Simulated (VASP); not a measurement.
# CaS (Fm-3m) in VASP: a series of runs

Runs on CaS. Level: PBEsol. Tasks: vibrations by perturbation theory.

Program: VASP 6.6.1. These are calculated values, not measurements. Logs are shortened: lines on timing, memory, paths and dates and some standing lists are left out, and cuts for length are marked.

## 1. The cell of the first run

The structure is cubic, space group Fm-3m (No. 225). The conventional cell has a = 5.577 Å, b = 5.577 Å, c = 5.577 Å, α = 90.00°, β = 90.00°, γ = 90.00°. Ca (site symmetry m-3m) has 6 S at 2.79 Å within 3.7 Å. S (site symmetry m-3m) has 6 Ca at 2.79 Å within 3.7 Å.

## 2. Vibrations by perturbation theory, PBEsol (21.69 Å³/atom)

INCAR

```
SYSTEM = CaS
  ALGO = Normal
  EDIFF = 1E-8
  ENCUT = 500
  GGA = PS
  GGA_COMPAT = .False.
  IBRION = 8
  ISIF = 2
  ISMEAR = 0
  LASPH = .True.
  LCHARG = .False.
  LREAL = .False.
  LWAVE = .False.
  NELM = 120
  NSW = 1
  PREC = Accurate
  SIGMA = 0.01
```

KPOINTS

```
k-points
0
Gamma
  6 6 6
  0 0 0
```

POSCAR

```
CaS
1.0
    0.0000000000      2.7887137222      2.7887137222
    2.7887137222      0.0000000000      2.7887137222
    2.7887137222      2.7887137222      0.0000000000
Ca S
1 1
Direct
    0.0000000000      0.0000000000      0.0000000000
    0.5000000000      0.5000000000      0.5000000000
```

Potentials or basis: VASP PAW PBE potentials, release 64 (Ca_sv, S).

Started as:

```
> cat potpaw_PBE.64/Ca_sv/POTCAR potpaw_PBE.64/S/POTCAR > POTCAR
> mpirun -np 1 vasp_std > vasp.out
```

OUTCAR:

```text
SYSTEM = CaS
   EDIFF = 1E-8
   ENCUT = 500
   GGA = PS
   IBRION = 8
   ISIF = 2
   ISMEAR = 0
   LASPH = .True.
   LREAL = .False.
   NELM = 120
   NSW = 1
   PREC = Accurate

 ion  position               nearest neighbor table
   1  0.000  0.000  0.000-   2 2.79   2 2.79   2 2.79   2 2.79   2 2.79   2 2.79
   2  0.500  0.500  0.500-   1 2.79   1 2.79   1 2.79   1 2.79   1 2.79   1 2.79

  LATTYP: Found a face centered cubic cell.
 ALAT       =     5.5774274444

  Lattice vectors:

 A1 = (   0.0000000000,   2.7887137222,   2.7887137222)
 A2 = (   2.7887137222,   0.0000000000,   2.7887137222)
 A3 = (   2.7887137222,   2.7887137222,   0.0000000000)

Analysis of symmetry for initial positions (statically):
=====================================================================
 Subroutine PRICEL returns:
 Original cell was already a primitive cell.

 Routine SETGRP: Setting up the symmetry group for a
 face centered cubic supercell.

 Subroutine GETGRP returns: Found 48 space group operations
 (whereof 48 operations were pure point group operations)
 out of a pool of 48 trial point group operations.

The static configuration has the point symmetry O_h .

Analysis of symmetry for dynamics (positions and initial velocities):
=====================================================================
 Subroutine PRICEL returns:
 Original cell was already a primitive cell.

 Routine SETGRP: Setting up the symmetry group for a
 face centered cubic supercell.

 Subroutine GETGRP returns: Found 48 space group operations
 (whereof 48 operations were pure point group operations)
 out of a pool of 48 trial point group operations.

The dynamic configuration has the point symmetry O_h .

 Subroutine INISYM returns: Found 48 space group operations
 (whereof 48 operations are pure point group operations),
 and found     1 'primitive' translations

----------------------------------------------------------------------------------------

                                     Primitive cell

  volume of cell :      43.3752

  direct lattice vectors                    reciprocal lattice vectors
     0.000000000  2.788713722  2.788713722    -0.179294130  0.179294130  0.179294130
     2.788713722  0.000000000  2.788713722     0.179294130 -0.179294130  0.179294130
     2.788713722  2.788713722  0.000000000     0.179294130  0.179294130 -0.179294130

  length of vectors
     3.943836768  3.943836768  3.943836768     0.310546542  0.310546542  0.310546542

  position of ions in fractional coordinates (direct lattice)
     0.000000000  0.000000000  0.000000000
     0.500000000  0.500000000  0.500000000

  ion indices of the primitive-cell ions
   primitive index   ion index
                 1           1
                 2           2

----------------------------------------------------------------------------------------

 KPOINTS: k-points

Automatic generation of k-mesh.
 Grid dimensions read from file:
 generate k-points for:    6    6    6

 Generating k-lattice:

  Cartesian coordinates                     Fractional coordinates (reciprocal lattice)
    -0.029882355  0.029882355  0.029882355     0.166666667  0.000000000  0.000000000
     0.029882355 -0.029882355  0.029882355     0.000000000  0.166666667  0.000000000
[... 76 lines left out ...]
   AEXX    =    0.0000 exact exchange contribution
   IVDW    =     0    specifies the selected vdW correction
   LEPSILON=     F    determine dielectric tensor
   LRPA    =     F    only Hartree local field effects (RPA)
 non-spin polarized calculation
 Gauss-broadening in eV      SIGMA  =   0.01
  energy-cutoff  :      500.00
  volume of cell :       43.38
 maximum number of plane-waves:      1113
 NGX is ok and might be reduce to    30
   NGX = 15   NGY = 15   NGZ = 15

--------------------------------------- Ionic step        1  -------------------------------------------

 number of electron      15.9999997 magnetization

 Free energy of the ion-electron system (eV)
  ---------------------------------------------------
  ext. energy  EPLUGINS =         0.00000000
  ---------------------------------------------------
  free energy    TOTEN  =       -10.90512385 eV

  energy without entropy =      -10.90512385  energy(sigma->0) =      -10.90512385

 E-fermi :   3.2241     XC(G=0):  -9.7809

 val. band max:        3.1117101278   @ k =   0.0000   0.0000   0.0000
 cond. band min:       5.1822692926   @ k =   0.5000   0.5000   0.0000
 fundamental gap:      2.0705591647
 Fermi energy:         3.2241219216

 k-point     1 :       0.0000    0.0000    0.0000
  band No.  band energies     occupation
      1     -35.6782      2.00000
      2     -16.7486      2.00000
      3     -16.7486      2.00000
      4     -16.7486      2.00000
      5      -8.4356      2.00000
      6       3.1117      2.00000
      7       3.1117      2.00000
      8       3.1117      2.00000
      9       7.1691      0.00000
     10       7.1691      0.00000
     11       7.1691      0.00000
     12       7.4794      0.00000
[... 213 lines left out ...]
      1     -35.6564      2.00000
      2     -16.8899      2.00000
      3     -16.8394      2.00000
      4     -16.8257      2.00000
      5      -7.6139      2.00000
      6       0.8812      2.00000
      7       1.5710      2.00000
      8       1.5880      2.00000
      9       6.6484      0.00000
     10       9.1218      0.00000
     11       9.1409      0.00000
     12       9.8793      0.00000

------------------------ aborting loop because EDIFF is reached ----------------------------------------

  FORCE on cell =-STRESS in cart. coord.  units (eV):
  Direction    XX          YY          ZZ          XY          YZ          ZX
  --------------------------------------------------------------------------------------
  -------------------------------------------------------------------------------------
  Total        0.5903954      0.5903954      0.5903954     -0.0000000      0.0000000      0.0000000
  in kB       21.8077945     21.8077945     21.8077945     -0.0000000      0.0000000      0.0000000
  external PRESSURE =      21.8077945 kB  Pullay stress =       0.0000000 kB

 VOLUME and BASIS-vectors are now :
 -----------------------------------------------------------------------------
  energy-cutoff  :      500.00
  volume of cell :       43.38
      direct lattice vectors                 reciprocal lattice vectors
     0.000000000  2.788713722  2.788713722    -0.179294130  0.179294130  0.179294130
     2.788713722  0.000000000  2.788713722     0.179294130 -0.179294130  0.179294130
     2.788713722  2.788713722  0.000000000     0.179294130  0.179294130 -0.179294130

 POSITION                                       TOTAL-FORCE (eV/Angst)
 -----------------------------------------------------------------------------------
      0.00000      0.00000      0.00000        -0.000000     -0.000000     -0.000000
      2.78871      2.78871      2.78871         0.000000      0.000000      0.000000
 -----------------------------------------------------------------------------------
    total drift:                               -0.000000      0.000000      0.000000

  FREE ENERGIE OF THE ION-ELECTRON SYSTEM (eV)
  ---------------------------------------------------
  free  energy   TOTEN  =       -10.9051238521 eV

  energy  without entropy=      -10.9051238521  energy(sigma->0) =      -10.90512385

[... ionic steps 2 to 3 ...]

--------------------------------------- Ionic step        4  -------------------------------------------

------------------------ aborting loop because EDIFF is reached ----------------------------------------

[... ionic steps 5 to 6 ...]

--------------------------------------- Ionic step        7  -------------------------------------------

 Free energy of the ion-electron system (eV)
  ---------------------------------------------------
  ---------------------------------------------------
  free energy    TOTEN  =        -0.10883120 eV

  energy without entropy =       -0.10883120

------------------------ aborting loop because EDIFF is reached ----------------------------------------

 INTERNAL STRAIN TENSOR  FOR ION    2  DIRECTION 1   (eV/Angst):
 -----------------------------------------------------------------------------
    -0.01004  0.00000  0.00000
     0.00000  0.00116 -0.00000
     0.00000 -0.00000  0.00116

 INTERNAL STRAIN TENSOR FOR ION    2 for displacements in x,y,z  (eV/Angst):
          X           Y           Z          XY          YZ          ZX
  --------------------------------------------------------------------------------
  x     0.00000     0.00000     0.00000     0.00000     0.00000     0.00000
  y     0.00000     0.00000     0.00000     0.00000     0.00000     0.00000
  z     0.00000     0.00000     0.00000     0.00000     0.00000     0.00000

 SECOND DERIVATIVES (NOT SYMMETRIZED)
 ------------------------------------
               1X          1Y          1Z          2X          2Y          2Z
  1X    -4.007578    0.000000    0.000000    4.007578    0.000000    0.000000
  1Y     0.000000   -4.007578    0.000000    0.000000    4.007578    0.000000
  1Z     0.000000    0.000000   -4.007578    0.000000    0.000000    4.007578
  2X     3.978639    0.000000    0.000000   -3.978639    0.000000    0.000000
  2Y     0.000000    3.978639    0.000000    0.000000   -3.978639    0.000000
  2Z     0.000000    0.000000    3.978639    0.000000    0.000000   -3.978639

 Eigenvectors and eigenvalues of the dynamical matrix
 ----------------------------------------------------

   1 f  =    7.400214 THz    46.496917 2PiTHz  246.844573 cm-1    30.604813 meV
             X         Y         Z           dx          dy          dz
      0.000000  0.000000  0.000000     0.668029    0.000000   -0.000000
      2.788714  2.788714  2.788714    -0.744135   -0.000000    0.000000
[... 21 lines left out ...]
   6 f/i=    0.013330 THz     0.083755 2PiTHz    0.444641 cm-1     0.055128 meV
             X         Y         Z           dx          dy          dz
      0.000000  0.000000  0.000000    -0.705440   -0.196906    0.131605
      2.788714  2.788714  2.788714    -0.633291   -0.176768    0.118145

--------------------------------------------------------------------------------------------------------

 ELASTIC MODULI CONTR FROM IONIC RELAXATION (kBar)
 Direction    XX          YY          ZZ          XY          YZ          ZX
 --------------------------------------------------------------------------------
 XX           0.0000      0.0000      0.0000      0.0000      0.0000      0.0000
 YY           0.0000      0.0000      0.0000      0.0000      0.0000      0.0000
 ZZ           0.0000      0.0000      0.0000      0.0000      0.0000      0.0000
 XY           0.0000      0.0000      0.0000      0.0000      0.0000      0.0000
 YZ           0.0000      0.0000      0.0000      0.0000      0.0000      0.0000
 ZX           0.0000      0.0000      0.0000      0.0000      0.0000      0.0000
 --------------------------------------------------------------------------------
```

It took 3.4 min on 1 thread of Intel Xeon 8259CL, shared host; peak memory 0.21 GiB.

Results:

```yaml
Highest_phonon_frequency_at_Γ_LO-TO_splitting_left_out: 247 cm⁻¹
```

Phonon frequencies in cm⁻¹ (negative: imaginary):
```csv
q point,frequencies
"(0.000, 0.000, 0.000)",0 0 0 247 247 247
```

Caveat: the cell stands under pressure or tension, which shifts response properties; the PAW data sets were made with another functional, which shifts forces and pressure a little.

## 3. Vibrations by perturbation theory, PBEsol

This run uses another cell than the first one, of 22.36 Å³/atom.

INCAR

```
ALGO = Normal ; EDIFF = 1E-8
ENCUT = 500 ; GGA = PS
GGA_COMPAT = False ; IBRION = 8
ISIF = 2 ; ISMEAR = 0
LASPH = True ; LCHARG = True
LREAL = False ; LWAVE = False
NBANDS = 15 ; NELM = 120
NSW = 1 ; PREC = Accurate
SIGMA = 0.01
```

KPOINTS

```
k-points
0
Gamma
  6 6 6
```

POSCAR

```
CaS
1.0
    0.0000000000      2.8171719502      2.8171719502
    2.8171719502      0.0000000000      2.8171719502
    2.8171719502      2.8171719502      0.0000000000
Ca S
1 1
Direct
    0.0000000000      0.0000000000      0.0000000000
    0.5000000000      0.5000000000      0.5000000000
```

Potentials or basis: VASP PAW PBE potentials, release 64 (Ca_sv, S).

Started as:

```
> cat potpaw_PBE.64/Ca_sv/POTCAR potpaw_PBE.64/S/POTCAR > POTCAR
> mpirun -np 1 vasp_std > vasp.out
```

OUTCAR:

```text
EDIFF = 1E-8
   ENCUT = 500
   GGA = PS
   IBRION = 8
   ISIF = 2
   ISMEAR = 0
   LASPH = True
   LREAL = False
   NELM = 120
   NSW = 1
   PREC = Accurate

 ion  position               nearest neighbor table
   1  0.000  0.000  0.000-   2 2.82   2 2.82   2 2.82   2 2.82   2 2.82   2 2.82
   2  0.500  0.500  0.500-   1 2.82   1 2.82   1 2.82   1 2.82   1 2.82   1 2.82

  LATTYP: Found a face centered cubic cell.
 ALAT       =     5.6343439004

  Lattice vectors:

 A1 = (   0.0000000000,   2.8171719502,   2.8171719502)
[... 533 lines left out ...]
  1X    -3.482358    0.000000    0.000000    3.482358    0.000000    0.000000
  1Y     0.000000   -3.482358    0.000000    0.000000    3.482358    0.000000
  1Z     0.000000    0.000000   -3.482358    0.000000    0.000000    3.482358
  2X     3.499474    0.000000    0.000000   -3.499474    0.000000    0.000000
  2Y     0.000000    3.499474    0.000000    0.000000   -3.499474    0.000000
  2Z     0.000000    0.000000    3.499474    0.000000    0.000000   -3.499474

 Eigenvectors and eigenvalues of the dynamical matrix
 ----------------------------------------------------

   1 f  =    6.921569 THz    43.489503 2PiTHz  230.878703 cm-1    28.625298 meV
             X         Y         Z           dx          dy          dz
      0.000000  0.000000  0.000000     0.000000    0.665779    0.000000
      2.817172  2.817172  2.817172     0.000000   -0.746149    0.000000
[... 21 lines left out ...]
   6 f/i=    0.008429 THz     0.052963 2PiTHz    0.281171 cm-1     0.034861 meV
             X         Y         Z           dx          dy          dz
      0.000000  0.000000  0.000000     0.000000    0.000000    0.746149
      2.817172  2.817172  2.817172     0.000000    0.000000    0.665779

--------------------------------------------------------------------------------------------------------

 ELASTIC MODULI CONTR FROM IONIC RELAXATION (kBar)
 Direction    XX          YY          ZZ          XY          YZ          ZX
 --------------------------------------------------------------------------------
 XX           0.0000      0.0000      0.0000      0.0000      0.0000      0.0000
 YY           0.0000      0.0000      0.0000      0.0000      0.0000      0.0000
 ZZ           0.0000      0.0000      0.0000      0.0000      0.0000      0.0000
 XY           0.0000      0.0000      0.0000      0.0000      0.0000      0.0000
 YZ           0.0000      0.0000      0.0000      0.0000      0.0000      0.0000
 ZX           0.0000      0.0000      0.0000      0.0000      0.0000      0.0000
 --------------------------------------------------------------------------------
```

OSZICAR:

```text
N       E                     dE             d eps       ncg     rms          rms(c)
DAV:   1     0.103919659199E+03    0.10392E+03   -0.74855E+03   480   0.984E+02
DAV:   2    -0.642700347124E+01   -0.11035E+03   -0.10419E+03   599   0.247E+02
DAV:   3    -0.109141955886E+02   -0.44872E+01   -0.44454E+01   648   0.476E+01
DAV:   4    -0.111408336012E+02   -0.22664E+00   -0.22656E+00   671   0.913E+00
[... 46 lines left out ...]
RMM:   9    -0.108898874216E+00   -0.24446E-05   -0.26894E-06  1881   0.576E-04    0.604E-05
RMM:  10    -0.108898118591E+00    0.75562E-06    0.90026E-06  1975   0.256E-04    0.228E-05
RMM:  11    -0.108897862026E+00    0.25656E-06   -0.65244E-07  2013   0.117E-04    0.282E-05
RMM:  12    -0.108897824370E+00    0.37656E-07    0.33532E-07  2060   0.570E-05    0.132E-05
RMM:  13    -0.108897815975E+00    0.83954E-08    0.37967E-08  2038   0.323E-05    0.729E-06
 Linear response finished
```

stdout:

```text
POSCAR found type information on POSCAR CaS
 POSCAR found :  2 types and       2 ions
 scaLAPACK will be used
 -----------------------------------------------------------------------------
|                                                                             |
|                                                                             |
|     You enforced a specific xc type in the INCAR file but a different       |
|     I HOPE YOU KNOW WHAT YOU ARE DOING!                                     |
|                                                                             |
 -----------------------------------------------------------------------------

 LDA part: xc-table for (Slater+PW92), standard interpolation
 POSCAR, INCAR and KPOINTS ok, starting setup
 FFT: planning ... GRIDC
 FFT: planning ... GRID_SOFT
 FFT: planning ... GRID
 WAVECAR not read
 entering main loop
 Linear response reoptimize wavefunctions to high precision
 Linear response DOF=           2
 Linear response progress:
 first order change of Fermi-energy   0.17208E-03
 force on displaced ion       1 direction 1 :  -3.482   0.000   0.000
 Linear response progress:
 first order change of Fermi-energy   0.40466E-03
 force on displaced ion       2 direction 1 :  -3.499   0.000   0.000
 Linear response finished
```

Wall time 3.5 min (1 thread of Intel Xeon 8259CL, shared host); peak memory 0.22 GiB.

Results:

```yaml
Highest_phonon_frequency_at_Γ_LO-TO_splitting_left_out: 231 cm⁻¹
```

Phonon frequencies in cm⁻¹ (negative: imaginary):
```
              q point        frequencies
(0.000, 0.000, 0.000)  0 0 0 231 231 231
```

Caveat: the PAW data sets were made with another functional, which shifts forces and pressure a little.

(Part 1 of 2 ends here.)
